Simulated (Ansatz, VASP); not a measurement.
Two plane-wave programs on NaCl

```
CELL_PARAMETERS angstrom
3.66921 0.00000 0.00000
0.00000 3.66921 0.00000
0.00000 0.00000 3.66921
ATOMIC_POSITIONS crystal
Na 0.00000 0.00000 0.00000
Cl 0.50000 0.50000 0.50000
```

Alike in both runs: task single point; functional PBE; k mesh 4 × 4 × 4; occupations fermi-dirac, width 0.025 eV; no spin polarisation.

```csv
,VASP,Ansatz
version,VASP 6.6.1,Ansatz 0.2.0
potentials or method,"VASP PAW PBE potentials, release 64 (Na_pv, Cl), cutoff 500 eV","scalar-relativistic, plane waves, PAW"
valence electrons in the cell,14,16
```

|  | VASP | Ansatz | Ansatz less VASP |
| --- | --- | --- | --- |
| gap on the k mesh at the Fermi level (eV) | 3.56 | 3.56 | 0.000 |
| least direct gap on the mesh (eV) | 3.95 | 3.95 | 0.000 |
| pressure (GPa) | -2.6 | -2.5 | +0.07 |

VASP's potentials hold 14 valence electrons a cell and Ansatz's 16, so a difference there can come from the potentials and not from the codes.

The k mesh is coarse, so the values compare programs but aren't converged.
